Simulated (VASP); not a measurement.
Here is a VASP 6.6.1 calculation.

Contents of INCAR:

```
AGGAC = 1.0
AGGAX = 1.0
ALDAC = 0.0
ALDAX = 1.0
ALGO = Normal
EDIFF = 1E-6
ENCUT = 520
GGA = B5
ISIF = 2
ISMEAR = -1
IVDW = 12
LASPH = True
LCHARG = True
LELF = True
LREAL = False
LVHAR = True
LWAVE = False
NBANDS = 35
NELM = 80
PREC = Accurate
SIGMA = 0.05
VDW_A1 = 0.4298
VDW_A2 = 4.2359
VDW_S6 = 1.0
VDW_S8 = 2.6996
```

File KPOINTS:

```
k-points
0
Gamma
  6 6 8
```

The input POSCAR:

```
SnO2
1.0
    4.6412789831      0.0000000000      0.0000000000
    0.0000000000      4.6412789831      0.0000000000
    0.0000000000      0.0000000000      3.1214511354
Sn O
2 4
Direct
    0.5000000000      0.5000000000      0.5000000000
    0.0000000000      0.0000000000      0.0000000000
    0.8071000000      0.1929000000      0.5000000000
    0.6929000000      0.6929000000      0.0000000000
    0.1929000000      0.8071000000      0.5000000000
    0.3071000000      0.3071000000      0.0000000000
```

Potentials or basis: VASP PAW PBE potentials, release 64 (Sn_d, O).

Launch:

```bash
$ cat potpaw_PBE.64/Sn_d/POTCAR potpaw_PBE.64/O/POTCAR > POTCAR
$ mpirun -np 1 vasp_std > vasp.out
```

What does it give for the dispersion energy per atom?

-0.523 eV.

What does it give for the pressure?

27.8 GPa.

Forces on the atoms (eV/Å):
```
Sn   0.000  0.000  0.000
Sn   0.000  0.000  0.000
O   -0.482  0.482  0.000
O    0.482  0.482  0.000
O    0.482 -0.482  0.000
O   -0.482 -0.482  0.000
```

Caveat: the PAW data sets were made with another functional, which shifts forces and pressure a little.
